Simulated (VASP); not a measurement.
# Sn in VASP: single point with LDA

Aim: the single point of Sn with LDA.

Everything below comes from runs of VASP 6.6.1. Logs are shortened: lines on timing, memory, paths and dates and some standing lists are left out, and cuts for length are marked.

## (1) The cell of the first run

The cell holds a sublattice, 1 atom: a = 4.359 Å, b = 4.359 Å, c = 6.192 Å, α = 90.00°, β = 90.00°, γ = 90.00°.

## (2) Single point, LDA

Input file INCAR:

```
ALGO     = Normal         # electronic algorithm
EDIFF    = 1E-6           # SCF threshold, eV
ENCUT    = 400            # plane-wave cutoff, eV
GGA      = CA             # functional
GGA_COMPAT= False        
ISIF     = 2              # what is computed and relaxed
ISMEAR   = 0              # smearing method
LASPH    = True           # aspherical terms in the spheres
LCHARG   = False          # write CHGCAR
LREAL    = False          # projectors in reciprocal space
LWAVE    = False          # write WAVECAR
NBANDS   = 13             # bands
NELM     = 120            # most SCF steps
PREC     = Accurate       # precision mode
SIGMA    = 0.1            # smearing width, eV
```

Input file KPOINTS:

```
k-points
0
Gamma
  8 8 6
```

Input file POSCAR:

```
Sn
1.0
    4.3585440000      0.0000000000      0.0000000000
    0.0000000000      4.3585440000      0.0000000000
    0.0000000000      0.0000000000      6.1924610000
Sn
1
Direct
    0.5000000000      0.5000000000      0.5000000000
```

Potentials or basis: VASP PAW LDA potentials, release 64 (Sn_d).

On the command line:

```bash
cat potpaw_LDA.64/Sn_d/POTCAR > POTCAR
mpirun -np 1 vasp_std > vasp.out
```

OUTCAR:

```text
EDIFF = 1E-6
   ENCUT = 400
   GGA = CA
   ISIF = 2
   ISMEAR = 0
   LASPH = True
   LREAL = False
   NELM = 120
   PREC = Accurate

 ion  position               nearest neighbor table
   1  0.500  0.500  0.500-

  LATTYP: Found a simple tetragonal cell.
 ALAT       =     4.3585440000
 C/A-ratio  =     1.4207636770

  Lattice vectors:

 A1 = (   4.3585440000,   0.0000000000,   0.0000000000)
 A2 = (   0.0000000000,   4.3585440000,   0.0000000000)
 A3 = (   0.0000000000,   0.0000000000,   6.1924610000)

Analysis of symmetry for initial positions (statically):
=====================================================================
 Subroutine PRICEL returns:
 Original cell was already a primitive cell.

 Routine SETGRP: Setting up the symmetry group for a
 simple tetragonal supercell.

 Subroutine GETGRP returns: Found 16 space group operations
 (whereof 16 operations were pure point group operations)
 out of a pool of 16 trial point group operations.

The static configuration has the point symmetry D_4h.

Analysis of symmetry for dynamics (positions and initial velocities):
=====================================================================
 Subroutine PRICEL returns:
 Original cell was already a primitive cell.

 Routine SETGRP: Setting up the symmetry group for a
 simple tetragonal supercell.

 Subroutine GETGRP returns: Found 16 space group operations
 (whereof 16 operations were pure point group operations)
 out of a pool of 16 trial point group operations.

The dynamic configuration has the point symmetry D_4h.

 Subroutine INISYM returns: Found 16 space group operations
 (whereof 16 operations are pure point group operations),
 and found     1 'primitive' translations

----------------------------------------------------------------------------------------

                                     Primitive cell

  volume of cell :     117.6376

  direct lattice vectors                    reciprocal lattice vectors
     4.358544000  0.000000000  0.000000000     0.229434417  0.000000000  0.000000000
     0.000000000  4.358544000  0.000000000     0.000000000  0.229434417  0.000000000
     0.000000000  0.000000000  6.192461000     0.000000000  0.000000000  0.161486685

  length of vectors
     4.358544000  4.358544000  6.192461000     0.229434417  0.229434417  0.161486685

  position of ions in fractional coordinates (direct lattice)
[... 83 lines left out ...]
   ISIF   =      2    stress and relaxation
   ISYM   =      2    0-nonsym 1-usesym 2-fastsym
   POTIM  = 0.5000    time-step for ionic-motion
   TEBEG  =    0.0;   TEEND  =   0.0 temperature during run
   PSTRESS=    0.0 pullay stress
   NELECT =      14.0000    total number of electrons
   NUPDOWN=      -1.0000    fix difference up-down
   EMIN   =  10.00;   EMAX   =-10.00  energy-range for DOS
   EFERMI =   0.00;   METHOD = LEGACY
   ISMEAR =     0;   SIGMA  =   0.10  broadening in eV -4-tet -1-fermi 0-gaus
   EFERMI_NEDOS =   21; number of points for ismear=-14 and -15
   IALGO  =     38    algorithm
   IMIX   =      4    mixing-type and parameters
     AMIX     =   0.40;   BMIX     =  1.00
     AMIX_MAG =   1.60;   BMIX_MAG =  1.00
  volume/ion in A,a.u.               =     117.64       793.86
  Fermi-wavevector in a.u.,A,eV,Ry     =   0.805259  1.521718  8.822585  0.648442
  Thomas-Fermi vector in A             =   1.913470
   LORBIT       =      0    0 simple, 1 ext, 2 COOP (PROOUT), +10 PAW based schemes
   GGA     = CA    functional components
   LHFCALC =     F    Hartree Fock is set to
   AEXX    =    0.0000 exact exchange contribution
   IVDW    =     0    specifies the selected vdW correction
   LEPSILON=     F    determine dielectric tensor
   LRPA    =     F    only Hartree local field effects (RPA)
 non-spin polarized calculation
 Gauss-broadening in eV      SIGMA  =   0.10
  energy-cutoff  :      400.00
  volume of cell :      117.64
 maximum number of plane-waves:      2180
   NGX = 15   NGY = 15   NGZ = 21

 number of electron      14.0000001 magnetization

 Free energy of the ion-electron system (eV)
  ---------------------------------------------------
  ext. energy  EPLUGINS =         0.00000000
  ---------------------------------------------------
  free energy    TOTEN  =        -1.68365758 eV

  energy without entropy =       -1.67189631  energy(sigma->0) =       -1.67777694

 E-fermi :  -1.3712     XC(G=0):  -5.0458

 val. band max:       -1.3863493347   @ k =   0.2500   0.2500   0.5000
 cond. band min:      -1.3494333486   @ k =   0.2500   0.0000   0.1667
 fundamental gap:      0.0369159861
 Fermi energy:        -1.3712000265

 k-point     1 :       0.0000    0.0000    0.0000
  band No.  band energies     occupation
      1     -23.3579      2.00000
      2     -23.3234      2.00000
      3     -23.3234      2.00000
      4     -23.2341      2.00000
      5     -23.2279      2.00000
      6      -8.4414      2.00000
      7      -1.4137      1.45200
      8       0.4412      0.00000
      9       0.4412      0.00000
     10       1.5221      0.00000
     11       3.9789      0.00000
     12       4.7439      0.00000
     13       7.0689      0.00000
[... 354 lines left out ...]
  band No.  band energies     occupation
      1     -23.3554      2.00000
      2     -23.3255      2.00000
      3     -23.3236      2.00000
      4     -23.2303      2.00000
      5     -23.2264      2.00000
      6      -7.9284      2.00000
      7      -2.3229      2.00000
      8      -0.9029      0.00000
      9       0.2901      0.00000
     10       3.2487      0.00000
     11       3.8050      0.00000
     12       4.9712      0.00000
     13       6.0298      0.00000

 [... further k-points ...]

------------------------ aborting loop because EDIFF is reached ----------------------------------------

  FORCE on cell =-STRESS in cart. coord.  units (eV):
  Direction    XX          YY          ZZ          XY          YZ          ZX
  --------------------------------------------------------------------------------------
  -------------------------------------------------------------------------------------
  Total       -2.8349234     -2.8349234     -0.3781727      0.0000000      0.0000000      0.0000000
  in kB      -38.6105296    -38.6105296     -5.1505620      0.0000000      0.0000000      0.0000000
  external PRESSURE =     -27.4572070 kB  Pullay stress =       0.0000000 kB

 VOLUME and BASIS-vectors are now :
 -----------------------------------------------------------------------------
  energy-cutoff  :      400.00
  volume of cell :      117.64
      direct lattice vectors                 reciprocal lattice vectors
     4.358544000  0.000000000  0.000000000     0.229434417  0.000000000  0.000000000
     0.000000000  4.358544000  0.000000000     0.000000000  0.229434417  0.000000000
     0.000000000  0.000000000  6.192461000     0.000000000  0.000000000  0.161486685

 POSITION                                       TOTAL-FORCE (eV/Angst)
 -----------------------------------------------------------------------------------
      2.17927      2.17927      3.09623         0.000000      0.000000      0.000000
 -----------------------------------------------------------------------------------
    total drift:                                0.000000      0.000000      0.000000

  FREE ENERGIE OF THE ION-ELECTRON SYSTEM (eV)
  ---------------------------------------------------
  free  energy   TOTEN  =        -1.6836575794 eV

  energy  without entropy=       -1.6718963070  energy(sigma->0) =       -1.67777694
```

Wall time 29 s (1 thread of Intel Xeon Platinum 8375C at 2.90GHz (Ice Lake), shared host); peak memory 0.18 GiB.

Results:

```
Free energy            : -1.6837 eV
Pressure               : -2.7 GPa
Band gap on the k mesh : zero (bands 7 and 8 overlap by 0.63 eV)
```

Caveat: spin-orbit coupling is left out, which moves the levels of the heavy elements.

The gap in the log of VASP goes by the Fermi energy; the results here count the filled bands.